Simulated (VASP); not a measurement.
# Ta3CrN4 (P-43m) in VASP: single point with PBE

Aim: the single point of Ta3CrN4 with PBE.

Everything below comes from runs of VASP 6.6.1. Logs are shortened: lines on timing, memory, paths and dates and some standing lists are left out, and cuts for length are marked.

## 1. The cell of the first run

The structure is cubic, space group P-43m (No. 215). Conventional cell: a = 4.934 Å, b = 4.934 Å, c = 4.934 Å, α = 90.00°, β = 90.00°, γ = 90.00°. Within 2.8 Å of Ta (site symmetry -42m) lie 4 N at 2.09 Å and 2 Cr at 2.47 Å. Cr (site symmetry -43m) has 4 N at 2.00 Å and 6 Ta at 2.47 Å within 2.6 Å. Within 2.6 Å of N (site symmetry 3m) lie 1 Cr at 2.00 Å and 3 Ta at 2.09 Å.

## 2. Single point, PBE, collinear spin, ferromagnetic start

INCAR

```
PREC = Accurate
ENCUT = 520
EDIFF = 1E-6
ISMEAR = 0
SIGMA = 0.1
LREAL = False
LASPH = True
NELM = 150
ALGO = Normal
ISIF = 2
LWAVE = False
LCHARG = True
ISPIN = 2
MAGMOM = 0 0 0 0.28 0 0 0 0
LORBIT = 11
LMAXMIX = 4
GGA = PE
LELF = True
LVHAR = True
NBANDS = 46
```

KPOINTS

```
regular mesh
0
Gamma
  8 8 8
```

POSCAR

```
Ta3CrN4
1.0
    4.9340785448      0.0000000000      0.0000000000
    0.0000000000      4.9340785448      0.0000000000
    0.0000000000      0.0000000000      4.9340785448
Ta Cr N
3 1 4
Direct
    0.5000000000      0.0000000000      0.0000000000
    0.0000000000      0.5000000000      0.0000000000
    0.0000000000      0.0000000000      0.5000000000
    0.0000000000      0.0000000000      0.0000000000
    0.2337688778      0.2337688778      0.2337688778
    0.2337688778      0.7662311222      0.7662311222
    0.7662311222      0.7662311222      0.2337688778
    0.7662311222      0.2337688778      0.7662311222
```

Potentials or basis: VASP PAW PBE potentials, release 64 (Ta_pv, Cr_pv, N).

The run is started by

```
$ cat potpaw_PBE.64/Ta_pv/POTCAR potpaw_PBE.64/Cr_pv/POTCAR potpaw_PBE.64/N/POTCAR > POTCAR
$ mpirun -np 1 vasp_std > vasp.out
```

OUTCAR:

```text
PREC = Accurate
   ENCUT = 520
   EDIFF = 1E-6
   ISMEAR = 0
   LREAL = False
   LASPH = True
   NELM = 150
   ISIF = 2
   ISPIN = 2
   LORBIT = 11
   GGA = PE

 ion  position               nearest neighbor table
   1  0.500  0.000  0.000-   5 2.09   6 2.09   7 2.09   8 2.09   4 2.47   4 2.47   2 3.49   3 3.49
                             2 3.49   2 3.49   3 3.49   3 3.49   3 3.49   2 3.49
   2  0.000  0.500  0.000-   5 2.09   6 2.09   7 2.09   8 2.09   4 2.47   4 2.47   1 3.49   3 3.49
                             1 3.49   3 3.49   3 3.49   3 3.49   1 3.49   1 3.49
   3  0.000  0.000  0.500-   5 2.09   6 2.09   7 2.09   8 2.09   4 2.47   4 2.47   1 3.49   1 3.49
                             2 3.49   2 3.49   2 3.49   2 3.49   1 3.49   1 3.49
   4  0.000  0.000  0.000-   5 2.00   6 2.00   7 2.00   8 2.00   2 2.47   3 2.47   1 2.47   3 2.47
                             2 2.47   1 2.47
   5  0.234  0.234  0.234-   4 2.00   2 2.09   3 2.09   1 2.09
   6  0.234  0.766  0.766-   4 2.00   2 2.09   3 2.09   1 2.09
   7  0.766  0.766  0.234-   4 2.00   2 2.09   3 2.09   1 2.09
   8  0.766  0.234  0.766-   4 2.00   2 2.09   3 2.09   1 2.09

  LATTYP: Found a simple cubic cell.
 ALAT       =     4.9340785448

  Lattice vectors:

 A1 = (   4.9340785448,   0.0000000000,   0.0000000000)
 A2 = (   0.0000000000,   4.9340785448,   0.0000000000)
 A3 = (   0.0000000000,   0.0000000000,   4.9340785448)

Analysis of symmetry for initial positions (statically):
=====================================================================
 Subroutine PRICEL returns:
 Original cell was already a primitive cell.

 Routine SETGRP: Setting up the symmetry group for a
 simple cubic supercell.

 Subroutine GETGRP returns: Found 24 space group operations
 (whereof 24 operations were pure point group operations)
 out of a pool of 48 trial point group operations.

The static configuration has the point symmetry T_d .

Analysis of symmetry for dynamics (positions and initial velocities):
=====================================================================
 Subroutine PRICEL returns:
 Original cell was already a primitive cell.

 Routine SETGRP: Setting up the symmetry group for a
 simple cubic supercell.

 Subroutine GETGRP returns: Found 24 space group operations
 (whereof 24 operations were pure point group operations)
 out of a pool of 48 trial point group operations.

The dynamic configuration has the point symmetry T_d .

Analysis of structural, dynamic, and magnetic symmetry:
=====================================================================
 Subroutine PRICEL returns:
 Original cell was already a primitive cell.

 Routine SETGRP: Setting up the symmetry group for a
 simple cubic supercell.

 Subroutine GETGRP returns: Found 24 space group operations
 (whereof 24 operations were pure point group operations)
 out of a pool of 48 trial point group operations.

The overall configuration has the point symmetry T_d .

 Subroutine INISYM returns: Found 24 space group operations
 (whereof 24 operations are pure point group operations),
 and found     1 'primitive' translations

----------------------------------------------------------------------------------------

                                     Primitive cell

  volume of cell :     120.1208

  direct lattice vectors                    reciprocal lattice vectors
     4.934078545  0.000000000  0.000000000     0.202672088  0.000000000  0.000000000
     0.000000000  4.934078545  0.000000000     0.000000000  0.202672088  0.000000000
     0.000000000  0.000000000  4.934078545     0.000000000  0.000000000  0.202672088

  length of vectors
     4.934078545  4.934078545  4.934078545     0.202672088  0.202672088  0.202672088

  position of ions in fractional coordinates (direct lattice)
     0.500000000  0.000000000  0.000000000
     0.000000000  0.500000000  0.000000000
     0.000000000  0.000000000  0.500000000
     0.000000000  0.000000000  0.000000000
     0.233768878  0.233768878  0.233768878
     0.233768878  0.766231122  0.766231122
     0.766231122  0.766231122  0.233768878
     0.766231122  0.233768878  0.766231122

  ion indices of the primitive-cell ions
   primitive index   ion index
                 1           1
                 2           2
                 3           3
                 4           4
                 5           5
                 6           6
                 7           7
                 8           8

[... 64 lines left out ...]
   ICHARG =      2    charge: 1-file 2-atom 10-const
   ISPIN  =      2    spin polarized calculation?
   LNONCOLLINEAR =      F non collinear calculations
   LSORBIT =      F    spin-orbit coupling
   LASPH  =      T    aspherical Exc in radial PAW
   ENCUT  =  520.0 eV  38.22 Ry    6.18 a.u.   9.17  9.17  9.17*2*pi/ulx,y,z
   NELM   =    150;   NELMIN=  2; NELMDL= -5     # of ELM steps
   EDIFF  = 0.1E-05   stopping-criterion for ELM
   LREAL  =      F    real-space projection
   EDIFFG = 0.1E-04   stopping-criterion for IOM
   NSW    =      0    number of steps for IOM
   IBRION =     -1    ionic relax: 0-MD 1-quasi-New 2-CG
   NFREE  =      0    steps in history (QN), initial steepest desc. (CG)
   ISIF   =      2    stress and relaxation
   ISYM   =      2    0-nonsym 1-usesym 2-fastsym
   POTIM  = 0.5000    time-step for ionic-motion
   TEBEG  =    0.0;   TEEND  =   0.0 temperature during run
   PSTRESS=    0.0 pullay stress
   NELECT =      65.0000    total number of electrons
   NUPDOWN=      -1.0000    fix difference up-down
   EMIN   =  10.00;   EMAX   =-10.00  energy-range for DOS
   EFERMI =   0.00;   METHOD = LEGACY
   ISMEAR =     0;   SIGMA  =   0.10  broadening in eV -4-tet -1-fermi 0-gaus
   EFERMI_NEDOS =   21; number of points for ismear=-14 and -15
   IALGO  =     38    algorithm
   IMIX   =      4    mixing-type and parameters
     AMIX     =   0.40;   BMIX     =  1.00
     AMIX_MAG =   1.60;   BMIX_MAG =  1.00
  volume/ion in A,a.u.               =      15.02       101.33
  Fermi-wavevector in a.u.,A,eV,Ry     =   1.334053  2.520995 24.214269  1.779699
  Thomas-Fermi vector in A             =   2.462864
   LORBIT       =     11    0 simple, 1 ext, 2 COOP (PROOUT), +10 PAW based schemes
   GGA     = PE    functional components
   LHFCALC =     F    Hartree Fock is set to
   AEXX    =    0.0000 exact exchange contribution
   IVDW    =     0    specifies the selected vdW correction
   LEPSILON=     F    determine dielectric tensor
   LRPA    =     F    only Hartree local field effects (RPA)
 spin polarized calculation
 Gauss-broadening in eV      SIGMA  =   0.10
  energy-cutoff  :      520.00
  volume of cell :      120.12
 maximum number of plane-waves:      3256
 NGX is ok and might be reduce to    40
   NGX = 19   NGY = 19   NGZ = 19

 number of electron      65.0000020 magnetization       0.0014036

 Free energy of the ion-electron system (eV)
  ---------------------------------------------------
  ext. energy  EPLUGINS =         0.00000000
  ---------------------------------------------------
  free energy    TOTEN  =       -81.38066511 eV

  energy without entropy =      -81.35593083  energy(sigma->0) =      -81.36829797

 E-fermi :   4.1971     XC(G=0): -10.7005

 val. band max:        4.1884848063   @ k =   0.3750   0.2500   0.0000
 cond. band min:       4.2195989707   @ k =   0.5000   0.3750   0.2500
 fundamental gap:      0.0311141643
 Fermi energy:         4.1970789546

 spin component 1

 k-point     1 :       0.0000    0.0000    0.0000
  band No.  band energies     occupation
      1     -38.1970      1.00000
      2     -38.1970      1.00000
      3     -38.1970      1.00000
      4     -30.8314      1.00000
      5     -30.8314      1.00000
      6     -30.8314      1.00000
[... 1117 lines left out ...]
     43       8.5338      0.00000
     44       9.2850      0.00000

 [... further k-points ...]

 spin component 2

 k-point     1 :       0.0000    0.0000    0.0000
  band No.  band energies     occupation
      1     -38.1961      1.00000
      2     -38.1961      1.00000
      3     -38.1961      1.00000
      4     -30.8313      1.00000
      5     -30.8313      1.00000
      6     -30.8313      1.00000
[... 1117 lines left out ...]
     43       8.5340      0.00000
     44       9.2852      0.00000

 [... further k-points ...]

 [bands above 44 left out]

------------------------ aborting loop because EDIFF is reached ----------------------------------------

  FORCE on cell =-STRESS in cart. coord.  units (eV):
  Direction    XX          YY          ZZ          XY          YZ          ZX
  --------------------------------------------------------------------------------------
  -------------------------------------------------------------------------------------
  Total        0.3576839      0.3576839      0.3576839      0.0000000     -0.0000000      0.0000000
  in kB        4.7708061      4.7708061      4.7708061      0.0000000     -0.0000000      0.0000000
  external PRESSURE =       4.7708061 kB  Pullay stress =       0.0000000 kB

 VOLUME and BASIS-vectors are now :
 -----------------------------------------------------------------------------
  energy-cutoff  :      520.00
  volume of cell :      120.12
      direct lattice vectors                 reciprocal lattice vectors
     4.934078545  0.000000000  0.000000000     0.202672088  0.000000000  0.000000000
     0.000000000  4.934078545  0.000000000     0.000000000  0.202672088  0.000000000
     0.000000000  0.000000000  4.934078545     0.000000000  0.000000000  0.202672088

 POSITION                                       TOTAL-FORCE (eV/Angst)
 -----------------------------------------------------------------------------------
      2.46704      0.00000      0.00000         0.000000      0.000000     -0.000000
      0.00000      2.46704      0.00000        -0.000000      0.000000     -0.000000
      0.00000      0.00000      2.46704        -0.000000     -0.000000      0.000000
      0.00000      0.00000      0.00000        -0.000000      0.000000     -0.000000
      1.15343      1.15343      1.15343         0.028157      0.028157      0.028157
      1.15343      3.78064      3.78064         0.028157     -0.028157     -0.028157
      3.78064      3.78064      1.15343        -0.028157     -0.028157      0.028157
      3.78064      1.15343      3.78064        -0.028157      0.028157     -0.028157
 -----------------------------------------------------------------------------------
    total drift:                                0.000000      0.000000     -0.000000

  FREE ENERGIE OF THE ION-ELECTRON SYSTEM (eV)
  ---------------------------------------------------
  free  energy   TOTEN  =       -81.3806651104 eV

  energy  without entropy=      -81.3559308313  energy(sigma->0) =      -81.36829797

 total charge

# of ion       s       p       d       tot
------------------------------------------
    1        0.315   6.232   2.368   8.915
    2        0.315   6.232   2.368   8.915
    3        0.315   6.232   2.368   8.915
    4        0.398   6.535   4.757  11.690
    5        1.257   2.448   0.000   3.705
    6        1.257   2.448   0.000   3.705
    7        1.257   2.448   0.000   3.705
    8        1.257   2.448   0.000   3.705
--------------------------------------------------
tot          6.370  35.024  11.860  53.254

 magnetization (x)

# of ion       s       p       d       tot
------------------------------------------
    1        0.000   0.000   0.000   0.000
    2        0.000   0.000   0.000   0.000
    3        0.000   0.000   0.000   0.000
    4       -0.000   0.000   0.001   0.001
    5       -0.000   0.000   0.000   0.000
    6       -0.000   0.000   0.000   0.000
    7       -0.000   0.000   0.000   0.000
    8       -0.000   0.000   0.000   0.000
--------------------------------------------------
tot          0.000   0.000   0.001   0.001
```

It took 9.3 min on 1 thread of Intel Xeon Platinum 8488C (Sapphire Rapids), shared host; peak memory 0.48 GiB.

Results:

```yaml
Free_energy: -81.3807 eV
Pressure: 0.5 GPa
Largest_force: 0.049 eV/Å
Net_moment: 0.00 μB per cell
Valence_electrons_inside_the_program's_atomic_spheres: Ta 8.91; Cr 11.69; N 3.71
```

Forces in eV/Å, atoms in the order of the input:
```
Ta   0.000  0.000  0.000
Ta   0.000  0.000  0.000
Ta   0.000  0.000  0.000
Cr   0.000  0.000  0.000
N    0.028  0.028  0.028
N    0.028 -0.028 -0.028
N   -0.028 -0.028  0.028
N   -0.028  0.028 -0.028
```

Levels at points of the mesh, in eV from the Fermi level:
Spin up:
| k point | band 30 | band 31 | band 32 | band 33 | band 34 | band 35 | band 36 | band 37 |
| --- | --- | --- | --- | --- | --- | --- | --- | --- |
| (0.00, 0.00, 0.00) | -2.19 | -0.54 | -0.54 | -0.54 | 0.74 | 1.94 | 1.94 | 2.85 |
| (0.50, 0.00, 0.00) | -0.84 | -0.84 | -0.73 | 0.18 | 0.49 | 1.04 | 2.53 | 3.03 |
| (0.50, 0.50, 0.00) | -1.19 | 0.10 | 0.14 | 0.14 | 1.11 | 1.51 | 1.51 | 2.31 |
| (0.50, 0.50, 0.50) | -0.28 | -0.28 | 0.11 | 0.11 | 1.27 | 1.27 | 1.27 | 1.98 |
Spin down:
| k point | band 31 | band 32 | band 33 | band 34 | band 35 | band 36 |
| --- | --- | --- | --- | --- | --- | --- |
| (0.00, 0.00, 0.00) | -0.54 | -0.54 | -0.54 | 0.74 | 1.94 | 1.94 |
| (0.50, 0.00, 0.00) | -0.84 | -0.73 | 0.18 | 0.49 | 1.04 | 2.53 |
| (0.50, 0.50, 0.00) | 0.10 | 0.14 | 0.14 | 1.11 | 1.51 | 1.51 |
| (0.50, 0.50, 0.50) | -0.28 | 0.11 | 0.11 | 1.27 | 1.27 | 1.27 |

Caveat: spin-orbit coupling is left out, which moves the levels of the heavy elements.
